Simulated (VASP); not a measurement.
Write the native input for VASP 6.6.1 that does the following.

```
Task                   : single point
Functional             : PBEsol
Potentials or basis    : VASP PAW PBE potentials, release 64 (H)
Cutoff                 : 520 eV
k mesh                 : 15 × 15 × 15
Occupations            : fermi-dirac, width 0.136057 eV
Spin                   : no spin polarisation
Dipole correction      : no
Further INCAR settings : ALGO = Normal; EDIFF = 1e-07; NBANDS = 8
```

The structure of H lies in POSCAR:

```
H
1.0
    0.0000000000      1.4970311649      1.4970311649
    1.4970311649      0.0000000000      1.4970311649
    1.4970311649      1.4970311649      0.0000000000
H
2
Direct
    0.0000000000      0.0000000000      0.0000000000
    0.2500000000      0.2500000000      0.2500000000
```

One way to write it, as run:

INCAR

```
SYSTEM = H
PREC     = Accurate       ! precision mode
ENCUT    = 520            ! plane-wave cutoff, eV
EDIFF    = 1E-7           ! SCF threshold, eV
ISMEAR   = -1             ! smearing method
SIGMA    = 0.13605693000000002 ! smearing width, eV
LREAL    = .FALSE.        ! projectors in reciprocal space
LASPH    = .TRUE.         ! aspherical terms in the spheres
NELM     = 100            ! most SCF steps
ALGO     = Normal         ! electronic algorithm
ISIF     = 2              ! what is computed and relaxed
LWAVE    = .FALSE.        ! write WAVECAR
LCHARG   = .FALSE.        ! write CHGCAR
GGA      = PS             ! functional
NBANDS   = 8              ! bands
```

KPOINTS

```
regular mesh
0
G
  15 15 15
  0 0 0
```

Potentials or basis: VASP PAW PBE potentials, release 64 (H).

Launch:

```console
$ cat potpaw_PBE.64/H/POTCAR > POTCAR
$ mpirun -np 1 vasp_std > vasp.out
```

It gave:

| Quantity | Value |
| --- | --- |
| Pressure | -0.5 GPa |
| Band gap on the k mesh | zero (band 1 reaches 2.02 eV, above the bottom of band 2 at 1.91 eV) |

Caveat: the PAW data sets were made with another functional, which shifts forces and pressure a little.

Run time: 3.3 s on 1 thread of Intel(R) Xeon(R) Platinum 8259CL CPU @ 2.50GHz (Skylake/Cascade Lake) (shared host), peak memory 0.11 GiB.
